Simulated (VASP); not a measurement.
# Ta2SiC (P4/mmm) in VASP: a series of runs

Ta2SiC is run at these levels: PBE; tasks: single point, relaxation of cell and atoms.

All numbers are computed with VASP 6.6.1; they aren't measurements. Logs are shortened: lines on timing, memory, paths and dates and some standing lists are left out, and cuts for length are marked.

## (1) The cell of the first run

It takes space group P4/mmm (No. 123, tetragonal). Conventional cell: a = 2.726 Å, b = 2.726 Å, c = 9.429 Å, α = 90.00°, β = 90.00°, γ = 90.00°. Within 2.7 Å of Ta (site symmetry 4mm) lie 1 C at 2.06 Å and 1 Si at 2.66 Å. Within 3.5 Å of Si (site symmetry 4/mmm) lie 2 Ta at 2.66 Å and 4 Si at 2.73 Å. C (site symmetry 4/mmm) has 2 Ta at 2.06 Å within 2.7 Å.

## (2) Single point, PBE

Input file INCAR:

```
PREC = Accurate
ENCUT = 520
EDIFF = 1E-6
ISMEAR = 0
SIGMA = 0.1
LREAL = F
LASPH = T
NELM = 100
ALGO = Normal
ISIF = 2
LWAVE = F
LCHARG = F
GGA = PE
NBANDS = 23
```

Input file KPOINTS:

```
Automatic mesh
0
Gamma
  16 16 6
```

Input file POSCAR:

```
Ta2SiC
1.0
    2.7255111601      0.0000000000      0.0000000000
    0.0000000000      2.7255111601      0.0000000000
    0.0000000000      0.0000000000      9.4291220798
Ta Si C
2 1 1
Direct
    0.0000000000      0.0000000000      0.7816371409
    0.0000000000      0.0000000000      0.2183628591
    0.0000000000      0.0000000000      0.5000000000
    0.0000000000      0.0000000000      0.0000000000
```

Potentials or basis: VASP PAW PBE potentials, release 64 (Ta_pv, Si, C).

Command:

```bash
> cat potpaw_PBE.64/Ta_pv/POTCAR potpaw_PBE.64/Si/POTCAR potpaw_PBE.64/C/POTCAR > POTCAR
> mpirun -np 1 vasp_std > vasp.out
```

OUTCAR:

```text
PREC = Accurate
   ENCUT = 520
   EDIFF = 1E-6
   ISMEAR = 0
   LREAL = F
   LASPH = T
   NELM = 100
   ISIF = 2
   GGA = PE

 ion  position               nearest neighbor table
   1  0.000  0.000  0.782-   4 2.06   3 2.66
   2  0.000  0.000  0.218-   4 2.06   3 2.66
   3  0.000  0.000  0.500-   1 2.66   2 2.66
   4  0.000  0.000  0.000-   1 2.06   2 2.06

  LATTYP: Found a simple tetragonal cell.
 ALAT       =     2.7255111601
 C/A-ratio  =     3.4595793324

  Lattice vectors:

 A1 = (   2.7255111601,   0.0000000000,   0.0000000000)
 A2 = (   0.0000000000,   2.7255111601,   0.0000000000)
 A3 = (   0.0000000000,   0.0000000000,   9.4291220798)

Analysis of symmetry for initial positions (statically):
=====================================================================
 Subroutine PRICEL returns:
 Original cell was already a primitive cell.

 Routine SETGRP: Setting up the symmetry group for a
 simple tetragonal supercell.

 Subroutine GETGRP returns: Found 16 space group operations
 (whereof 16 operations were pure point group operations)
 out of a pool of 16 trial point group operations.

The static configuration has the point symmetry D_4h.

Analysis of symmetry for dynamics (positions and initial velocities):
=====================================================================
 Subroutine PRICEL returns:
 Original cell was already a primitive cell.

 Routine SETGRP: Setting up the symmetry group for a
 simple tetragonal supercell.

 Subroutine GETGRP returns: Found 16 space group operations
 (whereof 16 operations were pure point group operations)
 out of a pool of 16 trial point group operations.

The dynamic configuration has the point symmetry D_4h.

 Subroutine INISYM returns: Found 16 space group operations
 (whereof 16 operations are pure point group operations),
 and found     1 'primitive' translations

----------------------------------------------------------------------------------------

                                     Primitive cell

  volume of cell :      70.0434

  direct lattice vectors                    reciprocal lattice vectors
     2.725511160  0.000000000  0.000000000     0.366903653  0.000000000  0.000000000
     0.000000000  2.725511160  0.000000000     0.000000000  0.366903653  0.000000000
     0.000000000  0.000000000  9.429122080     0.000000000  0.000000000  0.106054412

  length of vectors
     2.725511160  2.725511160  9.429122080     0.366903653  0.366903653  0.106054412

  position of ions in fractional coordinates (direct lattice)
     0.000000000  0.000000000  0.781637141
     0.000000000  0.000000000  0.218362859
     0.000000000  0.000000000  0.500000000
     0.000000000  0.000000000  0.000000000

  ion indices of the primitive-cell ions
   primitive index   ion index
                 1           1
                 2           2
                 3           3
                 4           4

----------------------------------------------------------------------------------------

 KPOINTS: Automatic mesh

Automatic generation of k-mesh.
 Grid dimensions read from file:
 generate k-points for:   16   16    6

 Generating k-lattice:

  Cartesian coordinates                     Fractional coordinates (reciprocal lattice)
     0.022931478  0.000000000  0.000000000     0.062500000  0.000000000  0.000000000
     0.000000000  0.022931478  0.000000000     0.000000000  0.062500000  0.000000000
     0.000000000  0.000000000  0.017675735     0.000000000  0.000000000  0.166666667

  Length of vectors
     0.022931478  0.022931478  0.017675735

  Shift w.r.t. Gamma in fractional coordinates (k-lattice)
     0.000000000  0.000000000  0.000000000

 Subroutine IBZKPT returns following result:
 ===========================================

 Found    180 irreducible k-points:

 Following reciprocal coordinates:
            Coordinates               Weight
  0.000000  0.000000  0.000000      1.000000
  0.062500  0.000000  0.000000      4.000000
  0.125000  0.000000  0.000000      4.000000
  0.187500  0.000000  0.000000      4.000000
  0.250000  0.000000  0.000000      4.000000
  0.312500  0.000000  0.000000      4.000000
[... 16 lines left out ...]
  0.437500  0.125000  0.000000      8.000000
  0.500000  0.125000  0.000000      4.000000
 [... further k-points ...]
   k-points           NKPTS =    180   k-points in BZ     NKDIM =    180   number of bands    NBANDS=     23
   number of dos      NEDOS =    301   number of ions     NIONS =      4
   total plane-waves  NPLWV =  28000
   dimension x,y,z NGX =    20 NGY =   20 NGZ =   70
   dimension x,y,z NGXF=    40 NGYF=   40 NGZF=  140
   ions per type =               2   1   1
   NGX,Y,Z   is equivalent  to a cutoff of  12.20, 12.20, 12.34 a.u.
   NGXF,Y,Z  is equivalent  to a cutoff of  24.40, 24.40, 24.68 a.u.
 SYSTEM =  unknown system
   PREC   = accura    normal or accurate (medium, high low for compatibility)
   ISTART =      0    job   : 0-new  1-cont  2-samecut
   ICHARG =      2    charge: 1-file 2-atom 10-const
   ISPIN  =      1    spin polarized calculation?
   LNONCOLLINEAR =      F non collinear calculations
   LSORBIT =      F    spin-orbit coupling
   LASPH  =      T    aspherical Exc in radial PAW
   ENCUT  =  520.0 eV  38.22 Ry    6.18 a.u.   5.07  5.07 17.53*2*pi/ulx,y,z
   NELM   =    100;   NELMIN=  2; NELMDL= -5     # of ELM steps
   EDIFF  = 0.1E-05   stopping-criterion for ELM
   LREAL  =      F    real-space projection
   EDIFFG = 0.1E-04   stopping-criterion for IOM
   NSW    =      0    number of steps for IOM
   IBRION =     -1    ionic relax: 0-MD 1-quasi-New 2-CG
   NFREE  =      0    steps in history (QN), initial steepest desc. (CG)
   ISIF   =      2    stress and relaxation
   ISYM   =      2    0-nonsym 1-usesym 2-fastsym
   POTIM  = 0.5000    time-step for ionic-motion
   TEBEG  =    0.0;   TEEND  =   0.0 temperature during run
   PSTRESS=    0.0 pullay stress
   NELECT =      30.0000    total number of electrons
   NUPDOWN=      -1.0000    fix difference up-down
   EMIN   =  10.00;   EMAX   =-10.00  energy-range for DOS
   EFERMI =   0.00;   METHOD = LEGACY
   ISMEAR =     0;   SIGMA  =   0.10  broadening in eV -4-tet -1-fermi 0-gaus
   EFERMI_NEDOS =   21; number of points for ismear=-14 and -15
   IALGO  =     38    algorithm
   IMIX   =      4    mixing-type and parameters
     AMIX     =   0.40;   BMIX     =  1.00
     AMIX_MAG =   1.60;   BMIX_MAG =  1.00
  volume/ion in A,a.u.               =      17.51       118.17
  Fermi-wavevector in a.u.,A,eV,Ry     =   1.234031  2.331981 20.719405  1.522833
  Thomas-Fermi vector in A             =   2.368738
   LORBIT       =      0    0 simple, 1 ext, 2 COOP (PROOUT), +10 PAW based schemes
   GGA     = PE    functional components
   LHFCALC =     F    Hartree Fock is set to
   AEXX    =    0.0000 exact exchange contribution
   IVDW    =     0    specifies the selected vdW correction
   LEPSILON=     F    determine dielectric tensor
   LRPA    =     F    only Hartree local field effects (RPA)
 non-spin polarized calculation
 Gauss-broadening in eV      SIGMA  =   0.10
  energy-cutoff  :      520.00
  volume of cell :       70.04
 maximum number of plane-waves:      1922
   NGX = 11   NGY = 11   NGZ = 35

 number of electron      30.0000009 magnetization

 Free energy of the ion-electron system (eV)
  ---------------------------------------------------
  ext. energy  EPLUGINS =         0.00000000
  ---------------------------------------------------
  free energy    TOTEN  =       -33.11219946 eV

  energy without entropy =      -33.09832874  energy(sigma->0) =      -33.10526410

 E-fermi :   4.9394     XC(G=0): -11.1404

 val. band max:        4.9360078850   @ k =   0.3750   0.0625   0.5000
 cond. band min:       4.9454946742   @ k =   0.5000   0.3125   0.5000
 fundamental gap:      0.0094867892
 Fermi energy:         4.9393724206

 k-point     1 :       0.0000    0.0000    0.0000
  band No.  band energies     occupation
      1     -29.3435      2.00000
      2     -29.3293      2.00000
      3     -28.6292      2.00000
      4     -28.6292      2.00000
      5     -28.6283      2.00000
      6     -28.6283      2.00000
[... 15 lines left out ...]
     22      11.1242      0.00000
     23      11.1319      0.00000

 k-point     2 :       0.0625    0.0000    0.0000
  band No.  band energies     occupation
      1     -29.3380      2.00000
      2     -29.3239      2.00000
      3     -28.6794      2.00000
      4     -28.6784      2.00000
      5     -28.6250      2.00000
      6     -28.6242      2.00000
[... 15 lines left out ...]
     22      10.9284      0.00000
     23      10.9435      0.00000

 k-point     3 :       0.1250    0.0000    0.0000
  band No.  band energies     occupation
      1     -29.3223      2.00000
      2     -29.3086      2.00000
      3     -28.8203      2.00000
      4     -28.8192      2.00000
      5     -28.6132      2.00000
      6     -28.6123      2.00000
[... 15 lines left out ...]
     22      10.3995      0.00000
     23      10.5628      0.00000

 k-point     4 :       0.1875    0.0000    0.0000
  band No.  band energies     occupation
      1     -29.2986      2.00000
      2     -29.2855      2.00000
      3     -29.0262      2.00000
      4     -29.0250      2.00000
      5     -28.5953      2.00000
      6     -28.5945      2.00000
[... 15 lines left out ...]
     22       9.7113      0.00000
     23      10.2019      0.00000

 k-point     5 :       0.2500    0.0000    0.0000
  band No.  band energies     occupation
      1     -29.2706      2.00000
      2     -29.2620      2.00000
      3     -29.2614      2.00000
      4     -29.2573      2.00000
      5     -28.5742      2.00000
      6     -28.5733      2.00000
[... 434 lines left out ...]
 k-point    22 :       0.3750    0.1250    0.0000
  band No.  band energies     occupation
      1     -29.6564      2.00000
      2     -29.6547      2.00000
      3     -29.1983      2.00000
      4     -29.1877      2.00000
      5     -28.7180      2.00000
      6     -28.7170      2.00000
[... 15 lines left out ...]
     22       9.0812      0.00000
     23       9.4846      0.00000

 k-point    23 :       0.4375    0.1250    0.0000
  band No.  band energies     occupation
      1     -29.7792      2.00000
      2     -29.7774      2.00000
      3     -29.1823      2.00000
      4     -29.1721      2.00000
      5     -28.7049      2.00000
      6     -28.7040      2.00000
[... 15 lines left out ...]
     22       9.3848      0.00000
     23      10.1833      0.00000

 k-point    24 :       0.5000    0.1250    0.0000
  band No.  band energies     occupation
      1     -29.8218      2.00000
      2     -29.8200      2.00000
      3     -29.1767      2.00000
      4     -29.1667      2.00000
      5     -28.7003      2.00000
      6     -28.6994      2.00000
[... 15 lines left out ...]
     22       9.4571      0.00000
     23      10.2281      0.00000

 [... further k-points ...]

------------------------ aborting loop because EDIFF is reached ----------------------------------------

  FORCE on cell =-STRESS in cart. coord.  units (eV):
  Direction    XX          YY          ZZ          XY          YZ          ZX
  --------------------------------------------------------------------------------------
  -------------------------------------------------------------------------------------
  Total        0.0257664      0.0257664      0.1247245      0.0000000      0.0000000      0.0000000
  in kB        0.5893815      0.5893815      2.8529576      0.0000000      0.0000000      0.0000000
  external PRESSURE =       1.3439069 kB  Pullay stress =       0.0000000 kB

 VOLUME and BASIS-vectors are now :
 -----------------------------------------------------------------------------
  energy-cutoff  :      520.00
  volume of cell :       70.04
      direct lattice vectors                 reciprocal lattice vectors
     2.725511160  0.000000000  0.000000000     0.366903653  0.000000000  0.000000000
     0.000000000  2.725511160  0.000000000     0.000000000  0.366903653  0.000000000
     0.000000000  0.000000000  9.429122080     0.000000000  0.000000000  0.106054412

 POSITION                                       TOTAL-FORCE (eV/Angst)
 -----------------------------------------------------------------------------------
      0.00000      0.00000      7.37015         0.000000      0.000000     -0.019042
      0.00000      0.00000      2.05897         0.000000     -0.000000      0.019042
      0.00000      0.00000      4.71456         0.000000      0.000000      0.000000
      0.00000      0.00000      0.00000         0.000000      0.000000      0.000000
 -----------------------------------------------------------------------------------
    total drift:                                0.000000      0.000000      0.000000

  FREE ENERGIE OF THE ION-ELECTRON SYSTEM (eV)
  ---------------------------------------------------
  free  energy   TOTEN  =       -33.1121994577 eV

  energy  without entropy=      -33.0983287443  energy(sigma->0) =      -33.10526410
```

It took 1.9 min on 1 thread of Intel Xeon Platinum 8559C (Emerald Rapids), shared host; peak memory 0.38 GiB.

Results:

| Item | Value |
| --- | --- |
| Free energy | -33.1122 eV |
| Pressure | 0.1 GPa |
| Largest force | 0.019 eV/Å |
| Band gap on the k mesh | zero (band 15 reaches 6.19 eV, above the bottom of band 16 at 4.26 eV) |

Forces in eV/Å, atoms in the order of the input:
```
Ta   0.000  0.000 -0.019
Ta   0.000  0.000  0.019
Si   0.000  0.000  0.000
C    0.000  0.000  0.000
```

Levels at points of the mesh, in eV from the Fermi level:
| k point | band 12 | band 13 | band 14 | band 15 | band 16 | band 17 | band 18 | band 19 |
| --- | --- | --- | --- | --- | --- | --- | --- | --- |
| (0.00, 0.00, 0.00) | -2.47 | -2.43 | -2.37 | 1.23 | 1.23 | 2.34 | 3.78 | 3.78 |
| (0.50, 0.00, 0.00) | -2.23 | -2.15 | -2.14 | 0.13 | 1.41 | 1.51 | 1.95 | 2.54 |
| (0.50, 0.50, 0.00) | -2.78 | -2.61 | -1.60 | -1.60 | -0.56 | -0.56 | 2.40 | 3.02 |
| (0.00, 0.00, 0.50) | -3.34 | -2.46 | -2.44 | 1.25 | 1.25 | 3.34 | 3.60 | 3.60 |
| (0.50, 0.00, 0.50) | -2.52 | -2.15 | -1.19 | -0.83 | -0.68 | 1.96 | 2.55 | 2.57 |
| (0.50, 0.50, 0.50) | -3.10 | -2.29 | -2.29 | -0.94 | 0.91 | 0.91 | 0.97 | 1.49 |

Caveat: spin-orbit coupling is left out, which moves the levels of the heavy elements.

## (3) Relaxation of cell and atoms, PBE

Input file INCAR:

```
  ALGO = Normal
  EDIFF = 1E-7
  EDIFFG = -0.01
  ENCUT = 600
  GGA = PE
  IBRION = 2
  ISIF = 3
  ISMEAR = 0
  LASPH = T
  LCHARG = F
  LREAL = F
  LWAVE = F
  NELM = 100
  NSW = 100
  PREC = Accurate
  SIGMA = 0.1
```

Input file KPOINTS:

```
k-points
0
Gamma
  16 16 6
```

Input file POSCAR:

```
Ta2SiC
1.0
    2.7204731774      0.0000000000      0.0000000000
    0.0000000000      2.7204731774      0.0000000000
    0.0000000000      0.0000000000      9.4801768444
Ta Si C
2 1 1
Direct
    0.0000000000      0.0000000000      0.7842788566
    0.0000000000      0.0000000000      0.2157211434
    0.0000000000      0.0000000000      0.5000000000
    0.0000000000      0.0000000000      0.0000000000
```

Potentials or basis: VASP PAW PBE potentials, release 64 (Ta_pv, Si, C).

Command:

```bash
> cat potpaw_PBE.64/Ta_pv/POTCAR potpaw_PBE.64/Si/POTCAR potpaw_PBE.64/C/POTCAR > POTCAR
> mpirun -np 1 vasp_std > vasp.out
```

Run time: 6.3 min. Hardware: 1 thread of Intel Xeon Platinum 8559C (Emerald Rapids), shared host; peak memory 0.46 GiB.

It converged, with:

* Free energy: -33.1131 eV
* Relaxed volume: 17.52 Å³/atom
* Relaxed cell: a = 2.726 Å, b = 2.726 Å, c = 9.434 Å, α = 90.00°, β = 90.00°, γ = 90.00°
* Space group after relaxing (to 0.05 Å): P4/mmm (No. 123)
* Energy gained by relaxing: 2.0 meV/atom
* Ionic steps: 5
* Pressure after relaxing: 0.0 GPa
* Largest force after relaxing: 0.005 eV/Å
* Band gap on the k mesh: zero (band 15 reaches 6.19 eV, above the bottom of band 16 at 4.25 eV)

Forces in eV/Å, atoms in the order of the input:
```
Ta   0.000  0.000  0.005
Ta   0.000  0.000 -0.005
Si   0.000  0.000  0.000
C    0.000  0.000  0.000
```

Stress tensor (GPa, compression positive):
```
 0.02  0.00  0.00
 0.00  0.02  0.00
 0.00  0.00 -0.07
```

Step by step:
```csv
step,energy change (eV),largest force (eV/Å),pressure (GPa),volume (Å³)
1,0.0000,0.3200,0.31,70.16
2,-0.0040,0.0043,-0.93,70.51
3,-0.0042,0.0620,-0.71,70.44
4,-0.0078,0.0175,-0.23,70.19
5,-0.0081,0.0046,-0.01,70.09
```

Final structure:
```xyz
4
Lattice="2.7258 0.0000 0.0000 0.0000 2.7258 0.0000 0.0000 0.0000 9.4337" Properties=species:S:1:pos:R:3 pbc="T T T"
Ta    0.0000    0.0000    7.3731
Ta    0.0000    0.0000    2.0606
Si    0.0000    0.0000    4.7168
C     0.0000    0.0000    0.0000
```

Levels at points of the mesh, in eV from the Fermi level:
| k point | band 13 | band 14 | band 15 | band 16 | band 17 | band 18 |
| --- | --- | --- | --- | --- | --- | --- |
| (0.00, 0.00, 0.00) | -2.43 | -2.37 | 1.24 | 1.24 | 2.33 | 3.78 |
| (0.50, 0.00, 0.00) | -2.15 | -2.14 | 0.13 | 1.41 | 1.51 | 1.95 |
| (0.50, 0.50, 0.00) | -2.61 | -1.60 | -1.60 | -0.55 | -0.55 | 2.40 |
| (0.00, 0.00, 0.50) | -2.46 | -2.44 | 1.26 | 1.26 | 3.33 | 3.60 |
| (0.50, 0.00, 0.50) | -2.14 | -1.19 | -0.83 | -0.68 | 1.96 | 2.55 |
| (0.50, 0.50, 0.50) | -2.28 | -2.28 | -0.94 | 0.91 | 0.91 | 0.96 |

Caveat: spin-orbit coupling is left out, which moves the levels of the heavy elements.
